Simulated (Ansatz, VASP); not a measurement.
**One calculation of GaAs, two programs**

```xyz
2
Lattice="0.0000 2.8290 2.8290 2.8290 0.0000 2.8290 2.8290 2.8290 0.0000" Properties=species:S:1:pos:R:3 pbc="T T T"
Ga    0.0000    0.0000    0.0000
As    4.2435    4.2435    4.2435
```

Alike in both runs: task single point; functional PBEsol; k mesh 10 × 10 × 10; occupations gaussian, width 0.02 eV; no spin polarisation.

|  | VASP | Ansatz |
| --- | --- | --- |
| version | VASP 6.6.1 | Ansatz 0.2.0 |
| potentials or method | VASP PAW PBE potentials, release 64 (Ga_d, As), cutoff 500 eV | scalar-relativistic, plane waves, PAW |
| valence electrons in the cell | 18 | 28 |

|  | VASP | Ansatz | Ansatz less VASP |
| --- | --- | --- | --- |
| gap on the k mesh at the Fermi level (eV) | 0.44 | 0.43 | -0.014 |
| least direct gap on the mesh (eV) | 0.44 | 0.43 | -0.014 |
| pressure (GPa) | 0.2 | 0.0 | -0.15 |

VASP's potentials were made for PBE, not for PBEsol. The functional is the same, so the differences come from potentials, cutoffs and numerics. VASP's potentials hold 18 valence electrons a cell and Ansatz's 28, so a difference there can come from the potentials and not from the codes.
